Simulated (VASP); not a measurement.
# Si16Ge (a cell with a defect) in VASP: a series of runs

Runs on Si16Ge (a cell with a defect). Level: PBEsol. Tasks: single point.

Everything below comes from runs of VASP 6.6.1. Logs are shortened: lines on timing, memory, paths and dates and some standing lists are left out, and cuts for length are marked.

### Step 1. The cell of the first run

The cell holds a defect, 17 atoms: a = 7.679 Å, b = 7.679 Å, c = 7.679 Å, α = 60.00°, β = 60.00°, γ = 60.00°.

### Step 2. Single point, PBEsol

File INCAR:

```
PREC = Accurate
ENCUT = 520
EDIFF = 1E-6
ISMEAR = 0
SIGMA = 0.05
LREAL = Auto
LASPH = True
NELM = 60
ALGO = Normal
ISIF = 2
LWAVE = False
LCHARG = True
GGA = PS
LELF = True
LVHAR = True
NBANDS = 53
```

File KPOINTS:

```
Automatic mesh
0
Gamma
  2 2 2
```

File POSCAR:

```
Si16Ge
1.0
    0.0000000000      5.4300000000      5.4300000000
    5.4300000000      0.0000000000      5.4300000000
    5.4300000000      5.4300000000      0.0000000000
Si Ge
16 1
Direct
   -0.0099747698     -0.0097458564     -0.0099079190
    0.1117232044      0.1118464088      0.1120935543
    0.0085790055      0.0089057090      0.4752744015
    0.1291085635      0.1294472376      0.6143196133
    0.0092591160      0.4750655617      0.0086465930
    0.1295586556      0.6143888582      0.1290358195
    0.0067196133      0.5008321363      0.5003965930
    0.1404929098      0.6193676796      0.6190792818
    0.4749502762      0.0094016575      0.0084834254
    0.6141798343      0.1297739411      0.1289199816
    0.5005139042      0.0070441068      0.5002962247
    0.6191578269      0.1406812155      0.6190491713
    0.5008817680      0.5010920810      0.0060686924
    0.6192296501      0.6193898711      0.1403036832
    0.5094330571      0.5096418969      0.5091680479
    0.6336881215      0.6340260589      0.6330037753
    0.8588516575      0.8589643646      0.8591560773
```

Potentials or basis: VASP PAW PBE potentials, release 64 (Si, Ge_d).

Command:

```console
$ cat potpaw_PBE.64/Si/POTCAR potpaw_PBE.64/Ge_d/POTCAR > POTCAR
$ mpirun -np 1 vasp_std > vasp.out
```

OUTCAR:

```text
PREC = Accurate
   ENCUT = 520
   EDIFF = 1E-6
   ISMEAR = 0
   LREAL = Auto
   LASPH = True
   NELM = 60
   ISIF = 2
   GGA = PS

 ion  position               nearest neighbor table
   1  0.990  0.990  0.990-   2 2.29   4 2.36  10 2.36   6 2.36  17 2.47
   2  0.112  0.112  0.112-   3 2.29   9 2.29   5 2.29   1 2.29
   3  0.009  0.009  0.475-   2 2.29   4 2.38  17 2.42  12 2.44   8 2.45
   4  0.129  0.129  0.614-   7 2.33  11 2.33   1 2.36   3 2.38  17 2.94
   5  0.009  0.475  0.009-   2 2.29   6 2.38  17 2.42   8 2.45  14 2.45
   6  0.130  0.614  0.129-  13 2.33   7 2.33   1 2.36   5 2.38  17 2.94
   7  0.007  0.501  0.500-   8 2.33   6 2.33   4 2.33  16 2.34
   8  0.140  0.619  0.619-  15 2.32   7 2.33   3 2.45   5 2.45  17 2.62
   9  0.475  0.009  0.008-   2 2.29  10 2.38  17 2.42  12 2.44  14 2.45
  10  0.614  0.130  0.129-  13 2.33  11 2.33   1 2.36   9 2.38  17 2.94
  11  0.501  0.007  0.500-  12 2.33  10 2.33   4 2.33  16 2.34
  12  0.619  0.141  0.619-  15 2.32  11 2.33   3 2.44   9 2.44  17 2.63
  13  0.501  0.501  0.006-  14 2.33  10 2.33   6 2.33  16 2.34
  14  0.619  0.619  0.140-  15 2.32  13 2.33   9 2.45   5 2.45  17 2.62
  15  0.509  0.510  0.509-  14 2.32   8 2.32  12 2.32  16 2.34
  16  0.634  0.634  0.633-  15 2.34  11 2.34   7 2.34  13 2.34
  17  0.859  0.859  0.859-   3 2.42   9 2.42   5 2.42   1 2.47  14 2.62   8 2.62  12 2.63  10 2.94
                             6 2.94   4 2.94

  LATTYP: Found a face centered cubic cell.
 ALAT       =    10.8600000000

  Lattice vectors:

 A1 = (   0.0000000000,   5.4300000000,   5.4300000000)
 A2 = (   5.4300000000,   0.0000000000,   5.4300000000)
 A3 = (   5.4300000000,   5.4300000000,   0.0000000000)

Analysis of symmetry for initial positions (statically):
=====================================================================
 Subroutine PRICEL returns:
 Original cell was already a primitive cell.

 Routine SETGRP: Setting up the symmetry group for a
 face centered cubic supercell.

 Subroutine GETGRP returns: Found  1 space group operations
 (whereof  1 operations were pure point group operations)
 out of a pool of 48 trial point group operations.

The static configuration has the point symmetry C_1 .

Analysis of symmetry for dynamics (positions and initial velocities):
=====================================================================
 Subroutine PRICEL returns:
 Original cell was already a primitive cell.

 Routine SETGRP: Setting up the symmetry group for a
 face centered cubic supercell.

 Subroutine GETGRP returns: Found  1 space group operations
 (whereof  1 operations were pure point group operations)
 out of a pool of 48 trial point group operations.

The dynamic configuration has the point symmetry C_1 .

 Subroutine INISYM returns: Found  1 space group operations
 (whereof  1 operations are pure point group operations),
 and found     1 'primitive' translations

----------------------------------------------------------------------------------------

                                     Primitive cell

  volume of cell :     320.2060

  direct lattice vectors                    reciprocal lattice vectors
     0.000000000  5.430000000  5.430000000    -0.092081031  0.092081031  0.092081031
     5.430000000  0.000000000  5.430000000     0.092081031 -0.092081031  0.092081031
     5.430000000  5.430000000  0.000000000     0.092081031  0.092081031 -0.092081031

  length of vectors
     7.679179644  7.679179644  7.679179644     0.159489025  0.159489025  0.159489025

  position of ions in fractional coordinates (direct lattice)
     0.990025230  0.990254144  0.990092081
     0.111723204  0.111846409  0.112093554
     0.008579006  0.008905709  0.475274402
     0.129108563  0.129447238  0.614319613
     0.009259116  0.475065562  0.008646593
     0.129558656  0.614388858  0.129035819
[... 9 lines left out ...]
     0.633688122  0.634026059  0.633003775
     0.858851657  0.858964365  0.859156077

  ion indices of the primitive-cell ions
   primitive index   ion index
                 1           1
                 2           2
                 3           3
                 4           4
                 5           5
                 6           6
[... 9 lines left out ...]
                16          16
                17          17

----------------------------------------------------------------------------------------

 KPOINTS: Automatic mesh

Automatic generation of k-mesh.
 Grid dimensions read from file:
 generate k-points for:    2    2    2

 Generating k-lattice:

  Cartesian coordinates                     Fractional coordinates (reciprocal lattice)
    -0.046040516  0.046040516  0.046040516     0.500000000  0.000000000  0.000000000
     0.046040516 -0.046040516  0.046040516     0.000000000  0.500000000  0.000000000
     0.046040516  0.046040516 -0.046040516     0.000000000  0.000000000  0.500000000

  Length of vectors
     0.079744512  0.079744512  0.079744512

  Shift w.r.t. Gamma in fractional coordinates (k-lattice)
     0.000000000  0.000000000  0.000000000

 Subroutine IBZKPT returns following result:
 ===========================================

 Found      8 irreducible k-points:

 Following reciprocal coordinates:
            Coordinates               Weight
  0.000000  0.000000  0.000000      1.000000
  0.500000  0.000000  0.000000      1.000000
  0.000000  0.500000  0.000000      1.000000
  0.000000  0.000000  0.500000      1.000000
  0.500000  0.500000  0.500000      1.000000
  0.500000  0.500000  0.000000      1.000000
  0.000000  0.500000  0.500000      1.000000
  0.500000  0.000000  0.500000      1.000000
   k-points           NKPTS =      8   k-points in BZ     NKDIM =      8   number of bands    NBANDS=     53
   number of dos      NEDOS =    301   number of ions     NIONS =     17
   total plane-waves  NPLWV = 216000
   dimension x,y,z NGX =    60 NGY =   60 NGZ =   60
   dimension x,y,z NGXF=   120 NGYF=  120 NGZF=  120
   ions per type =              16   1
   NGX,Y,Z   is equivalent  to a cutoff of  12.99, 12.99, 12.99 a.u.
   NGXF,Y,Z  is equivalent  to a cutoff of  25.98, 25.98, 25.98 a.u.
 SYSTEM =  unknown system
   PREC   = accura    normal or accurate (medium, high low for compatibility)
   ISTART =      0    job   : 0-new  1-cont  2-samecut
   ICHARG =      2    charge: 1-file 2-atom 10-const
   ISPIN  =      1    spin polarized calculation?
   LNONCOLLINEAR =      F non collinear calculations
   LSORBIT =      F    spin-orbit coupling
   LASPH  =      T    aspherical Exc in radial PAW
   ENCUT  =  520.0 eV  38.22 Ry    6.18 a.u.  14.28 14.28 14.28*2*pi/ulx,y,z
   NELM   =     60;   NELMIN=  2; NELMDL= -5     # of ELM steps
   EDIFF  = 0.1E-05   stopping-criterion for ELM
   LREAL  =      T    real-space projection
   EDIFFG = 0.1E-04   stopping-criterion for IOM
   NSW    =      0    number of steps for IOM
[... 5 lines left out ...]
   TEBEG  =    0.0;   TEEND  =   0.0 temperature during run
   PSTRESS=    0.0 pullay stress
   NELECT =      78.0000    total number of electrons
   NUPDOWN=      -1.0000    fix difference up-down
   EMIN   =  10.00;   EMAX   =-10.00  energy-range for DOS
   EFERMI =   0.00;   METHOD = LEGACY
   ISMEAR =     0;   SIGMA  =   0.05  broadening in eV -4-tet -1-fermi 0-gaus
   EFERMI_NEDOS =   21; number of points for ismear=-14 and -15
   IALGO  =     38    algorithm
   IMIX   =      4    mixing-type and parameters
     AMIX     =   0.40;   BMIX     =  1.00
     AMIX_MAG =   1.60;   BMIX_MAG =  1.00
  volume/ion in A,a.u.               =      18.84       127.11
  Fermi-wavevector in a.u.,A,eV,Ry     =   1.022421  1.932096 14.222785  1.045345
  Thomas-Fermi vector in A             =   2.156100
   LORBIT       =      0    0 simple, 1 ext, 2 COOP (PROOUT), +10 PAW based schemes
   GGA     = PS    functional components
   LHFCALC =     F    Hartree Fock is set to
   AEXX    =    0.0000 exact exchange contribution
   IVDW    =     0    specifies the selected vdW correction
   LEPSILON=     F    determine dielectric tensor
   LRPA    =     F    only Hartree local field effects (RPA)
 non-spin polarized calculation
 Gauss-broadening in eV      SIGMA  =   0.05
  energy-cutoff  :      520.00
  volume of cell :      320.21
 maximum number of plane-waves:      8646
 NGX is ok and might be reduce to    60
   NGX = 29   NGY = 29   NGZ = 29

 number of electron      77.9999999 magnetization

 Free energy of the ion-electron system (eV)
  ---------------------------------------------------
  ext. energy  EPLUGINS =         0.00000000
  ---------------------------------------------------
  free energy    TOTEN  =       -92.67724359 eV

  energy without entropy =      -92.66659885  energy(sigma->0) =      -92.67192122

 E-fermi :   6.7923     XC(G=0):  -9.8899

 val. band max:        6.6196432205   @ k =   0.0000   0.0000   0.0000
 cond. band min:       6.8012889565   @ k =   0.0000   0.0000   0.0000
 fundamental gap:      0.1816457360
 Fermi energy:         6.7923322910

 k-point     1 :       0.0000    0.0000    0.0000
  band No.  band energies     occupation
      1     -18.2517      2.00000
      2     -18.2492      2.00000
      3     -18.2490      2.00000
      4     -18.2344      2.00000
      5     -18.2342      2.00000
      6      -6.5815      2.00000
[... 43 lines left out ...]
     50       8.1174      0.00000
     51       8.8600      0.00000

 k-point     2 :       0.5000    0.0000    0.0000
  band No.  band energies     occupation
      1     -18.2517      2.00000
      2     -18.2492      2.00000
      3     -18.2490      2.00000
      4     -18.2345      2.00000
      5     -18.2342      2.00000
      6      -6.2401      2.00000
[... 43 lines left out ...]
     50       9.7355      0.00000
     51       9.7975      0.00000

 k-point     3 :       0.0000    0.5000    0.0000
  band No.  band energies     occupation
      1     -18.2517      2.00000
      2     -18.2492      2.00000
      3     -18.2490      2.00000
      4     -18.2345      2.00000
      5     -18.2342      2.00000
      6      -6.2401      2.00000
[... 259 lines left out ...]
     50      10.2110      0.00000
     51      10.3180      0.00000

 k-point     8 :       0.5000    0.0000    0.5000
  band No.  band energies     occupation
      1     -18.2517      2.00000
      2     -18.2492      2.00000
      3     -18.2490      2.00000
      4     -18.2344      2.00000
      5     -18.2342      2.00000
      6      -6.1397      2.00000
[... 43 lines left out ...]
     50      10.2107      0.00000
     51      10.3178      0.00000
 [bands above 51 left out]

------------------------ aborting loop because EDIFF is reached ----------------------------------------

  FORCE on cell =-STRESS in cart. coord.  units (eV):
  Direction    XX          YY          ZZ          XY          YZ          ZX
  --------------------------------------------------------------------------------------
  -------------------------------------------------------------------------------------
  Total        8.8697391      8.8714867      8.8610580     -0.3186677     -0.3492508     -0.3542053
  in kB       44.3804746     44.3892191     44.3370382     -1.5944801     -1.7475055     -1.7722956
  external PRESSURE =      44.3689106 kB  Pullay stress =       0.0000000 kB

 VOLUME and BASIS-vectors are now :
 -----------------------------------------------------------------------------
  energy-cutoff  :      520.00
  volume of cell :      320.21
      direct lattice vectors                 reciprocal lattice vectors
     0.000000000  5.430000000  5.430000000    -0.092081031  0.092081031  0.092081031
     5.430000000  0.000000000  5.430000000     0.092081031 -0.092081031  0.092081031
     5.430000000  5.430000000  0.000000000     0.092081031  0.092081031 -0.092081031

 POSITION                                       TOTAL-FORCE (eV/Angst)
 -----------------------------------------------------------------------------------
     10.75328     10.75204     10.75292         0.097658      0.100199      0.093634
      1.21599      1.21532      1.21398         0.063805      0.062982      0.065731
      2.62910      2.62732      0.09494         0.006837      0.009416     -0.092266
      4.03865      4.03682      1.40396         0.003174      0.003736     -0.020717
      2.62656      0.09723      2.62988         0.013844     -0.104484      0.007453
      4.03680      1.40417      4.03963         0.009175     -0.023375      0.006751
[... 9 lines left out ...]
      6.87997      6.87814      6.88369        -0.039521     -0.038131     -0.044568
      9.32939      9.32878      9.32774         0.161378      0.163274      0.155218
 -----------------------------------------------------------------------------------
    total drift:                               -0.006744     -0.002974     -0.008252

  FREE ENERGIE OF THE ION-ELECTRON SYSTEM (eV)
  ---------------------------------------------------
  free  energy   TOTEN  =       -92.6772435914 eV

  energy  without entropy=      -92.6665988483  energy(sigma->0) =      -92.67192122
```

It took 2.2 min on 1 thread of Intel Xeon 6975P-C (Granite Rapids), shared host; peak memory 0.49 GiB.

Results:

```
Free energy            : -92.6772 eV
Pressure               : 4.4 GPa
Largest force          : 0.277 eV/Å
Band gap on the k mesh : zero (bands 39 and 40 overlap by 0.22 eV)
```

Forces in eV/Å, atoms in the order of the input:
```
Si   0.098  0.100  0.094
Si   0.064  0.063  0.066
Si   0.007  0.009 -0.092
Si   0.003  0.004 -0.021
Si   0.014 -0.104  0.007
Si   0.009 -0.023  0.007
Si  -0.030 -0.026 -0.024
Si  -0.025 -0.025 -0.027
Si  -0.102  0.015  0.006
Si  -0.022  0.008  0.006
Si  -0.024 -0.030 -0.023
Si  -0.026 -0.029 -0.027
Si  -0.029 -0.030 -0.034
Si  -0.027 -0.027 -0.011
Si  -0.031 -0.030 -0.038
Si  -0.040 -0.038 -0.045
Ge   0.161  0.163  0.155
```

Levels at points of the mesh, in eV from the Fermi level:
```tsv
k point	band 36	band 37	band 38	band 39	band 40	band 41	band 42	band 43
(0.00, 0.00, 0.00)	-0.82	-0.67	-0.66	-0.41	-0.17	-0.17	0.01	0.01
(0.50, 0.00, 0.00)	-1.41	-1.41	-1.28	-0.23	0.32	0.68	0.78	0.85
(0.00, 0.50, 0.00)	-1.41	-1.41	-1.28	-0.23	0.32	0.68	0.78	0.85
(0.00, 0.00, 0.50)	-1.41	-1.41	-1.28	-0.22	0.32	0.68	0.78	0.85
(0.50, 0.50, 0.50)	-1.39	-1.36	-1.36	-0.33	0.41	0.41	1.01	1.01
(0.50, 0.50, 0.00)	-1.93	-1.80	-1.20	0.05	0.65	1.07	1.15	1.23
(0.00, 0.50, 0.50)	-1.94	-1.80	-1.19	0.05	0.65	1.07	1.16	1.23
(0.50, 0.00, 0.50)	-1.94	-1.80	-1.19	0.05	0.65	1.07	1.16	1.23
```

Caveat: the k points lie up to 0.50 Å⁻¹ apart; the PAW data sets were made with another functional, which shifts forces and pressure a little.

### Step 3. Single point, PBEsol

File INCAR:

```
  ALGO = Normal
  EDIFF = 1E-7
  ENCUT = 520
  GGA = PS
  ISIF = 2
  ISMEAR = 0
  LASPH = T
  LCHARG = T
  LELF = T
  LREAL = Auto
  LVHAR = T
  LWAVE = F
  NBANDS = 53
  NELM = 100
  PREC = Accurate
  SIGMA = 0.05
```

File KPOINTS:

```
k-points
0
Gamma
  2 2 2
```

File POSCAR:

```
Si16Ge
1.0
    0.0000000000      5.4300000000      5.4300000000
    5.4300000000      0.0000000000      5.4300000000
    5.4300000000      5.4300000000      0.0000000000
Si Ge
16 1
Direct
   -0.0234091160     -0.0230592081     -0.0232842541
    0.1019532228      0.1022974217      0.1022808471
    0.0194385820      0.0198201657      0.4577562615
    0.1315929098      0.1319947514      0.6077848066
    0.0197939227      0.4576777164      0.0196535912
    0.1318779926      0.6078617864      0.1316549724
    0.0086427256      0.5029591160      0.5026804788
    0.1426558011      0.6217895028      0.6214876611
    0.4574558011      0.0200375691      0.0195338858
    0.6075501842      0.1321975138      0.1315818600
    0.5025862799      0.0090024862      0.5025997238
    0.6215024862      0.1428634438      0.6215312155
    0.5028376611      0.5031288214      0.0084708103
    0.6213368324      0.6216497238      0.1429377532
    0.5133493554      0.5136158379      0.5134322284
    0.6377399632      0.6381110497      0.6375263352
    0.8370027624      0.8372957643      0.8372360958
```

Potentials or basis: VASP PAW PBE potentials, release 64 (Si, Ge_d).

Command:

```console
$ cat potpaw_PBE.64/Si/POTCAR potpaw_PBE.64/Ge_d/POTCAR > POTCAR
$ mpirun -np 1 vasp_std > vasp.out
```

It took 2.2 min on 1 thread of Intel Xeon 6975P-C (Granite Rapids), shared host; peak memory 0.48 GiB.

Results (log left out):

- Free energy: -92.4900 eV
- Pressure: 3.7 GPa
- Largest force: 0.030 eV/Å
- Band gap on the k mesh: zero (bands 39 and 40 overlap by 0.14 eV)

Forces on the atoms (eV/Å):
```
Si  -0.005 -0.002 -0.010
Si  -0.016 -0.010 -0.012
Si  -0.011 -0.009  0.009
Si  -0.001  0.001  0.010
Si  -0.003 -0.009 -0.007
Si   0.008  0.008  0.003
Si  -0.003 -0.003  0.002
Si   0.008  0.005  0.001
Si  -0.001 -0.005 -0.012
Si   0.008  0.007  0.001
Si   0.000 -0.001  0.003
Si   0.006 -0.001  0.003
Si  -0.005 -0.007 -0.007
Si   0.001  0.002  0.030
Si   0.007  0.010 -0.002
Si  -0.001 -0.002 -0.004
Ge   0.007  0.016 -0.006
```

Stress tensor (GPa, compression positive):
```
 3.70 -0.69 -0.70
-0.69  3.70 -0.70
-0.70 -0.70  3.71
```

Levels at points of the mesh, in eV from the Fermi level:
```tsv
k point	band 35	band 36	band 37	band 38	band 39	band 40	band 41	band 42	band 43	band 44
(0.00, 0.00, 0.00)	-1.38	-1.07	-0.56	-0.56	-0.55	-0.12	-0.12	0.17	0.17	0.72
(0.50, 0.00, 0.00)	-1.40	-1.37	-1.32	-0.93	-0.19	0.16	0.71	0.81	0.98	1.27
(0.00, 0.50, 0.00)	-1.40	-1.37	-1.32	-0.93	-0.19	0.16	0.71	0.81	0.98	1.27
(0.00, 0.00, 0.50)	-1.40	-1.37	-1.31	-0.93	-0.19	0.16	0.71	0.81	0.98	1.27
(0.50, 0.50, 0.50)	-1.30	-1.30	-1.19	-1.19	-0.28	0.37	0.37	1.14	1.14	1.15
(0.50, 0.50, 0.00)	-1.98	-1.81	-1.69	-0.96	0.02	0.41	1.22	1.38	1.64	1.85
(0.00, 0.50, 0.50)	-1.98	-1.81	-1.70	-0.96	0.01	0.41	1.22	1.38	1.64	1.85
(0.50, 0.00, 0.50)	-1.97	-1.81	-1.70	-0.96	0.01	0.41	1.22	1.38	1.64	1.85
```

Caveat: the k points lie up to 0.50 Å⁻¹ apart; the PAW data sets were made with another functional, which shifts forces and pressure a little.

(Part 1 of 2 ends here.)
